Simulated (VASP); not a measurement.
# Ti (Im-3m) in VASP: a series of runs, part 2 of 2

VASP 6.6.1. The steps go on from the part before.

## 3. Single point, PBE

Contents of INCAR:

```
PREC     = Accurate       # precision mode
ENCUT    = 520            # plane-wave cutoff, eV
EDIFF    = 1E-7           # SCF threshold, eV
ISMEAR   = 0              # smearing method
SIGMA    = 0.05           # smearing width, eV
LREAL    = False          # projectors in reciprocal space
LASPH    = True           # aspherical terms in the spheres
NELM     = 100            # most SCF steps
ALGO     = Normal         # electronic algorithm
ISIF     = 2              # what is computed and relaxed
LWAVE    = False          # write WAVECAR
LCHARG   = True           # write CHGCAR
GGA      = PE             # functional
LELF     = True           # ELF
LVHAR    = True         
NBANDS   = 12             # bands
```

Contents of KPOINTS:

```
regular mesh
0
Gamma
  11 11 11
```

Contents of POSCAR:

```
Ti
1.0
   -1.6410000000      1.6410000000      1.6410000000
    1.6410000000     -1.6410000000      1.6410000000
    1.6410000000      1.6410000000     -1.6410000000
Ti
1
Direct
    0.0000000000      0.0000000000      0.0000000000
```

Potentials or basis: VASP PAW PBE potentials, release 64 (Ti_sv).

Launch:

```
> cat potpaw_PBE.64/Ti_sv/POTCAR > POTCAR
> mpirun -np 1 vasp_std > vasp.out
```

OUTCAR:

```text
PREC = Accurate
   ENCUT = 520
   EDIFF = 1E-7
   ISMEAR = 0
   LREAL = False
   LASPH = True
   NELM = 100
   ISIF = 2
   GGA = PE

 ion  position               nearest neighbor table
   1  0.000  0.000  0.000-

  LATTYP: Found a body centered cubic cell.
 ALAT       =     3.2820000000

  Lattice vectors:

 A1 = (  -1.6410000000,   1.6410000000,   1.6410000000)
 A2 = (   1.6410000000,  -1.6410000000,   1.6410000000)
 A3 = (   1.6410000000,   1.6410000000,  -1.6410000000)

Analysis of symmetry for initial positions (statically):
=====================================================================
 Subroutine PRICEL returns:
 Original cell was already a primitive cell.

 Routine SETGRP: Setting up the symmetry group for a
 body centered cubic supercell.

 Subroutine GETGRP returns: Found 48 space group operations
[... 9 lines left out ...]

 Routine SETGRP: Setting up the symmetry group for a
 body centered cubic supercell.

 Subroutine GETGRP returns: Found 48 space group operations
[... 11 lines left out ...]
                                     Primitive cell

  volume of cell :      17.6761

  direct lattice vectors                    reciprocal lattice vectors
    -1.641000000  1.641000000  1.641000000     0.000000000  0.304692261  0.304692261
     1.641000000 -1.641000000  1.641000000     0.304692261  0.000000000  0.304692261
     1.641000000  1.641000000 -1.641000000     0.304692261  0.304692261  0.000000000

  length of vectors
     2.842295375  2.842295375  2.842295375     0.430899928  0.430899928  0.430899928

  position of ions in fractional coordinates (direct lattice)
     0.000000000  0.000000000  0.000000000

  ion indices of the primitive-cell ions
   primitive index   ion index
                 1           1

----------------------------------------------------------------------------------------

 KPOINTS: regular mesh

Automatic generation of k-mesh.
 Grid dimensions read from file:
 generate k-points for:   11   11   11

 Generating k-lattice:

  Cartesian coordinates                     Fractional coordinates (reciprocal lattice)
     0.000000000  0.027699296  0.027699296     0.090909091  0.000000000  0.000000000
     0.027699296  0.000000000  0.027699296     0.000000000  0.090909091  0.000000000
     0.027699296  0.027699296  0.000000000     0.000000000  0.000000000  0.090909091

  Length of vectors
     0.039172721  0.039172721  0.039172721

  Shift w.r.t. Gamma in fractional coordinates (k-lattice)
     0.000000000  0.000000000  0.000000000

 Subroutine IBZKPT returns following result:
 ===========================================

 Found     56 irreducible k-points:

 Following reciprocal coordinates:
            Coordinates               Weight
  0.000000  0.000000  0.000000      1.000000
  0.090909  0.000000  0.000000     12.000000
  0.181818  0.000000  0.000000     12.000000
  0.272727  0.000000  0.000000     12.000000
  0.363636  0.000000  0.000000     12.000000
  0.454545  0.000000  0.000000     12.000000
[... 16 lines left out ...]
  0.272727  0.181818  0.090909     48.000000
  0.363636  0.181818  0.090909     24.000000
 [... further k-points ...]
   k-points           NKPTS =     56   k-points in BZ     NKDIM =     56   number of bands    NBANDS=     12
   number of dos      NEDOS =    301   number of ions     NIONS =      1
   total plane-waves  NPLWV =  13824
   dimension x,y,z NGX =    24 NGY =   24 NGZ =   24
   dimension x,y,z NGXF=    48 NGYF=   48 NGZF=   48
   ions per type =               1
   NGX,Y,Z   is equivalent  to a cutoff of  14.04, 14.04, 14.04 a.u.
   NGXF,Y,Z  is equivalent  to a cutoff of  28.08, 28.08, 28.08 a.u.
 SYSTEM =  unknown system
   PREC   = accura    normal or accurate (medium, high low for compatibility)
   ISTART =      0    job   : 0-new  1-cont  2-samecut
   ICHARG =      2    charge: 1-file 2-atom 10-const
   ISPIN  =      1    spin polarized calculation?
   LNONCOLLINEAR =      F non collinear calculations
   LSORBIT =      F    spin-orbit coupling
   LASPH  =      T    aspherical Exc in radial PAW
   ENCUT  =  520.0 eV  38.22 Ry    6.18 a.u.   5.28  5.28  5.28*2*pi/ulx,y,z
   NELM   =    100;   NELMIN=  2; NELMDL= -5     # of ELM steps
   EDIFF  = 0.1E-06   stopping-criterion for ELM
   LREAL  =      F    real-space projection
   EDIFFG = 0.1E-05   stopping-criterion for IOM
   NSW    =      0    number of steps for IOM
   IBRION =     -1    ionic relax: 0-MD 1-quasi-New 2-CG
   NFREE  =      0    steps in history (QN), initial steepest desc. (CG)
   ISIF   =      2    stress and relaxation
   ISYM   =      2    0-nonsym 1-usesym 2-fastsym
   POTIM  = 0.5000    time-step for ionic-motion
   TEBEG  =    0.0;   TEEND  =   0.0 temperature during run
   PSTRESS=    0.0 pullay stress
   NELECT =      12.0000    total number of electrons
   NUPDOWN=      -1.0000    fix difference up-down
   EMIN   =  10.00;   EMAX   =-10.00  energy-range for DOS
   EFERMI =   0.00;   METHOD = LEGACY
   ISMEAR =     0;   SIGMA  =   0.05  broadening in eV -4-tet -1-fermi 0-gaus
   EFERMI_NEDOS =   21; number of points for ismear=-14 and -15
   IALGO  =     38    algorithm
   IMIX   =      4    mixing-type and parameters
     AMIX     =   0.40;   BMIX     =  1.00
     AMIX_MAG =   1.60;   BMIX_MAG =  1.00
  volume/ion in A,a.u.               =      17.68       119.28
  Fermi-wavevector in a.u.,A,eV,Ry     =   1.438821  2.718977 28.166848  2.070205
  Thomas-Fermi vector in A             =   2.557745
   LORBIT       =      0    0 simple, 1 ext, 2 COOP (PROOUT), +10 PAW based schemes
   GGA     = PE    functional components
   LHFCALC =     F    Hartree Fock is set to
   AEXX    =    0.0000 exact exchange contribution
   IVDW    =     0    specifies the selected vdW correction
   LEPSILON=     F    determine dielectric tensor
   LRPA    =     F    only Hartree local field effects (RPA)
 non-spin polarized calculation
 Gauss-broadening in eV      SIGMA  =   0.05
  energy-cutoff  :      520.00
  volume of cell :       17.68
 maximum number of plane-waves:       486
 NGX is ok and might be reduce to    24
   NGX = 11   NGY = 11   NGZ = 11

 number of electron      12.0000001 magnetization

 Free energy of the ion-electron system (eV)
  ---------------------------------------------------
  ext. energy  EPLUGINS =         0.00000000
  ---------------------------------------------------
  free energy    TOTEN  =        -7.71859509 eV

  energy without entropy =       -7.71335926  energy(sigma->0) =       -7.71597717

 E-fermi :   7.8983     XC(G=0): -11.4098

 val. band max:        7.8887515007   @ k =  -0.3636  -0.4545   0.0909
 cond. band min:       7.8985750367   @ k =   0.1818   0.0909   0.0909
 fundamental gap:      0.0098235360
 Fermi energy:         7.8983446274

 k-point     1 :       0.0000    0.0000    0.0000
  band No.  band energies     occupation
      1     -48.6477      2.00000
      2     -24.5247      2.00000
      3     -24.5247      2.00000
      4     -24.5247      2.00000
      5       1.9906      2.00000
      6       8.8864      0.00000
      7       8.8864      0.00000
      8       8.8864      0.00000
      9      10.6058      0.00000
     10      10.6058      0.00000
     11      25.1907      0.00000
     12      25.1907      0.00000

 k-point     2 :       0.0909    0.0000    0.0000
  band No.  band energies     occupation
      1     -48.6381      2.00000
      2     -24.5771      2.00000
      3     -24.5409      2.00000
      4     -24.5250      2.00000
      5       2.2671      2.00000
      6       8.7629      0.00000
      7       8.8460      0.00000
      8       9.0857      0.00000
      9      10.4713      0.00000
     10      10.6139      0.00000
     11      24.7188      0.00000
     12      25.1265      0.00000
[... 301 lines left out ...]
 k-point    23 :       0.2727    0.1818    0.0909
  band No.  band energies     occupation
      1     -48.5260      2.00000
      2     -25.0427      2.00000
      3     -24.7650      2.00000
      4     -24.6212      2.00000
      5       6.3644      2.00000
      6       7.3623      2.00000
      7       7.6788      2.00000
      8      10.7234      0.00000
      9      10.9440      0.00000
     10      13.3706      0.00000
     11      17.5877      0.00000
     12      19.1668      0.00000

 k-point    24 :       0.3636    0.1818    0.0909
  band No.  band energies     occupation
      1     -48.5191      2.00000
      2     -25.0442      2.00000
      3     -24.8072      2.00000
      4     -24.6253      2.00000
      5       6.4732      2.00000
      6       7.3295      2.00000
      7       7.9311      0.35356
      8      10.7820      0.00000
      9      10.9709      0.00000
     10      14.1097      0.00000
     11      16.3240      0.00000
     12      18.8621      0.00000

 [... further k-points ...]
[... 5 lines left out ...]
  --------------------------------------------------------------------------------------
  -------------------------------------------------------------------------------------
  Total       -0.3269217     -0.3269217     -0.3269217     -0.0000000      0.0000000     -0.0000000
  in kB      -29.6325202    -29.6325202    -29.6325202     -0.0000000      0.0000000     -0.0000000
  external PRESSURE =     -29.6325202 kB  Pullay stress =       0.0000000 kB

 VOLUME and BASIS-vectors are now :
 -----------------------------------------------------------------------------
  energy-cutoff  :      520.00
  volume of cell :       17.68
      direct lattice vectors                 reciprocal lattice vectors
    -1.641000000  1.641000000  1.641000000     0.000000000  0.304692261  0.304692261
     1.641000000 -1.641000000  1.641000000     0.304692261  0.000000000  0.304692261
     1.641000000  1.641000000 -1.641000000     0.304692261  0.304692261  0.000000000

 POSITION                                       TOTAL-FORCE (eV/Angst)
 -----------------------------------------------------------------------------------
      0.00000      0.00000      0.00000         0.000000     -0.000000      0.000000
 -----------------------------------------------------------------------------------
    total drift:                                0.000000      0.000000      0.000000

  FREE ENERGIE OF THE ION-ELECTRON SYSTEM (eV)
  ---------------------------------------------------
  free  energy   TOTEN  =        -7.7185950865 eV

  energy  without entropy=       -7.7133592618  energy(sigma->0) =       -7.71597717
```

Wall time 4.8 s (1 thread of Intel Xeon 6975P-C (Granite Rapids), shared host); peak memory 0.14 GiB.

Results:

```
Free energy            : -7.7186 eV
Pressure               : -3.0 GPa
Band gap on the k mesh : zero (band 6 reaches 8.90 eV, above the bottom of band 7 at 7.33 eV)
```

## 4. Single point, revPBE+D3(BJ)

This run uses another cell than the first one, of 15.82 Å³/atom, 0.895 times its volume.

Contents of INCAR:

```
SYSTEM = Ti
ALGO = Normal
EDIFF = 1E-7
ENCUT = 520
GGA = RE
ISIF = 2
ISMEAR = -1
IVDW = 12
LASPH = .True.
LCHARG = .True.
LELF = .True.
LREAL = .False.
LVHAR = .True.
LWAVE = .False.
NBANDS = 12
NELM = 100
PREC = Accurate
SIGMA = 0.05
```

Contents of KPOINTS:

```
k-points
0
Gamma
  11 11 11
  0 0 0
```

Contents of POSCAR:

```
Ti
1.0
   -1.5815425118      1.5815425118      1.5815425118
    1.5815425118     -1.5815425118      1.5815425118
    1.5815425118      1.5815425118     -1.5815425118
Ti
1
Direct
    0.0000000000      0.0000000000      0.0000000000
```

Launch:

```
> cat potpaw_PBE.64/Ti_sv/POTCAR > POTCAR
> mpirun -np 1 vasp_std > vasp.out
```

Run time: 16 s. Hardware: 1 thread of Intel Xeon 8259CL, shared host; peak memory 0.13 GiB.

The run converged. Its results:

```
Free energy                : -8.5793 eV
Pressure                   : -0.4 GPa
Band gap on the k mesh     : zero (band 6 reaches 10.27 eV, above the bottom of band 7 at 8.50 eV)
Dispersion energy per atom : -1.233 eV
```

Levels at points of the mesh, in eV from the Fermi level:
```tsv
k point	band 4	band 5	band 6	band 7	band 8	band 9
(0.00, 0.00, 0.00)	-32.12	-6.15	1.10	1.10	1.10	3.06
```

Caveat: the PAW data sets were made with another functional, which shifts forces and pressure a little; pairwise dispersion overbinds metals, which lowers pressure and volume.

## 5. Single point, PBEsol

This run uses another cell than the first one, of 16.52 Å³/atom, 0.935 times its volume.

Contents of INCAR:

```
PREC = Accurate ; ENCUT = 520
EDIFF = 1E-7 ; ISMEAR = -1
SIGMA = 0.05 ; LREAL = F
LASPH = T ; NELM = 80
ALGO = Normal ; ISIF = 2
LWAVE = F ; LCHARG = T
GGA = PS ; LELF = T
LVHAR = T ; NBANDS = 12
```

Contents of KPOINTS:

```
regular mesh
0
Gamma
  11 11 11
```

Contents of POSCAR:

```
Ti
1.0
   -1.6045445724      1.6045445724      1.6045445724
    1.6045445724     -1.6045445724      1.6045445724
    1.6045445724      1.6045445724     -1.6045445724
Ti
1
Direct
    0.0000000000      0.0000000000      0.0000000000
```

Launch:

```
> cat potpaw_PBE.64/Ti_sv/POTCAR > POTCAR
> mpirun -np 1 vasp_std > vasp.out
```

Wall time 18 s (1 thread of Intel Xeon 8259CL, shared host); peak memory 0.14 GiB.

The run converged. Its results:

| Property | Result |
| --- | --- |
| Free energy | -8.2444 eV |
| Pressure | -0.3 GPa |
| Band gap on the k mesh | zero (band 6 reaches 9.53 eV, above the bottom of band 7 at 7.84 eV) |

Levels at points of the mesh, in eV from the Fermi level:
| k point | band 3 | band 4 | band 5 | band 6 | band 7 | band 8 | band 9 | band 10 |
| --- | --- | --- | --- | --- | --- | --- | --- | --- |
| (0.00, 0.00, 0.00) | -32.07 | -32.07 | -6.05 | 1.04 | 1.04 | 1.04 | 2.93 | 2.93 |

Caveat: the PAW data sets were made with another functional, which shifts forces and pressure a little.

## 6. Summary

| level | cell | k mesh | smearing | grid for exact exchange (PRECFOCK) | screening parameter | gap on the mesh (eV) | pressure (GPa) |
| --- | --- | --- | --- | --- | --- | --- | --- |
| HSE06 | a = 2.842 Å, angles 109.5°, 1 atom | 6 × 6 × 6 | fermi-dirac 0.005 eV | Normal | 0.2079 1/Å | none | -2.7 |
| PBE | a = 2.842 Å, angles 109.5°, 1 atom | 11 × 11 × 11 | gaussian 0.05 eV | - | - | none | -3.0 |
| revPBE+D3(BJ) | a = 2.739 Å, angles 109.5°, 1 atom | 11 × 11 × 11 | fermi-dirac 0.05 eV | - | - | none | -0.4 |
| PBEsol | a = 2.779 Å, angles 109.5°, 1 atom | 11 × 11 × 11 | fermi-dirac 0.05 eV | - | - | none | -0.3 |

Alike in all rows: task single point; potentials or basis VASP PAW PBE potentials, release 64 (Ti_sv); no spin polarisation; cutoff (eV) 520.

Caveats: some runs use coarse meshes; the PAW data sets were made with another functional, which shifts forces and pressure a little (some runs); pairwise dispersion overbinds metals, which lowers pressure and volume (some runs).

Total energies depend on the potentials used, so only differences within one code and one set of settings carry meaning.
